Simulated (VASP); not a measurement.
# Al2GaP3: relaxation of cell and atoms with PBE

Al2GaP3:

```
CELL_PARAMETERS angstrom
5.49099 0.00000 0.00000
-2.74550 4.75534 0.00000
0.00000 0.00000 4.27078
ATOMIC_POSITIONS crystal
Al 0.33333 0.66667 0.00000
Al 0.66667 0.33333 0.00000
Ga 0.00000 0.00000 0.00000
P 0.50000 0.00000 0.50000
P 0.50000 0.50000 0.50000
P 0.00000 0.50000 0.50000
```

The cell was generated, and may not be a known phase.

- Program: VASP 6.6.1
- Task: relaxation of cell and atoms
- Functional: PBE
- Potentials or basis: VASP PAW PBE potentials, release 64 (Al, Ga_d, P)
- Cutoff: 600 eV
- k mesh: 12 × 12 × 10
- Occupations: gaussian, width 0.1 eV
- Spin: no spin polarisation
- Dipole correction: no
- Further INCAR settings: ALGO = Normal; EDIFF = 1e-06; IBRION = 2; EDIFFG = -0.01; NSW = 100; ISIF = 3

```json
{"Relaxed volume": "17.15 Å³/atom", "Relaxed cell": "a = 5.296 Å, b = 5.296 Å, c = 4.237 Å, α = 90.00°, β = 90.00°, γ = 120.00°", "Space group after relaxing (to 0.1 Å)": "P6/mmm (No. 191)", "Energy gained by relaxing": "19.5 meV/atom", "Ionic steps": "6", "Pressure after relaxing": "0.1 GPa", "Band gap on the k mesh": "zero (bands 17 and 18 overlap by 2.33 eV)"}
```

The path:
| step | energy change (eV) | largest force (eV/Å) | pressure (GPa) | volume (Å³) |
| --- | --- | --- | --- | --- |
| 1 | 0.0000 | 0.0000 | -3.69 | 111.52 |
| 2 | -0.1039 | 0.0000 | -0.70 | 104.74 |
| 3 | -0.1087 | 0.0000 | 0.19 | 103.11 |
| 4 | -0.1166 | 0.0000 | 0.10 | 102.97 |
| 5 | -0.1170 | 0.0000 | 0.09 | 102.92 |
| 6 | -0.1170 | 0.0000 | 0.07 | 102.92 |

Final structure:
```
CELL_PARAMETERS angstrom
5.29588 0.00000 0.00000
-2.64794 4.58637 0.00000
0.00000 0.00000 4.23728
ATOMIC_POSITIONS crystal
Al 0.33333 0.66667 0.00000
Al 0.66667 0.33333 0.00000
Ga 0.00000 0.00000 0.00000
P 0.50000 0.00000 0.50000
P 0.50000 0.50000 0.50000
P 0.00000 0.50000 0.50000
```

Levels at points of the mesh, in eV from the Fermi level:
| k point | band 13 | band 14 | band 15 | band 16 | band 17 | band 18 | band 19 | band 20 | band 21 |
| --- | --- | --- | --- | --- | --- | --- | --- | --- | --- |
| (0.00, 0.00, 0.00) | -5.17 | -2.33 | -1.34 | -1.34 | 0.64 | 1.41 | 1.41 | 1.76 | 1.76 |
| (0.50, 0.00, 0.00) | -3.37 | -2.13 | -1.92 | -1.75 | -1.72 | -1.55 | 0.14 | 0.26 | 1.73 |
| (0.00, 0.00, 0.50) | -4.15 | -4.15 | -3.20 | -2.80 | -1.51 | -1.51 | -0.16 | 3.95 | 4.13 |
| (0.50, 0.00, 0.50) | -4.57 | -1.70 | -1.42 | -1.28 | -0.88 | 1.23 | 1.49 | 2.57 | 3.26 |

Run time: 15 min on 1 × NVIDIA H100 80GB with 1 thread of AMD EPYC 7R13 Processor (Zen 3) (shared host), peak memory 1.6 GiB.
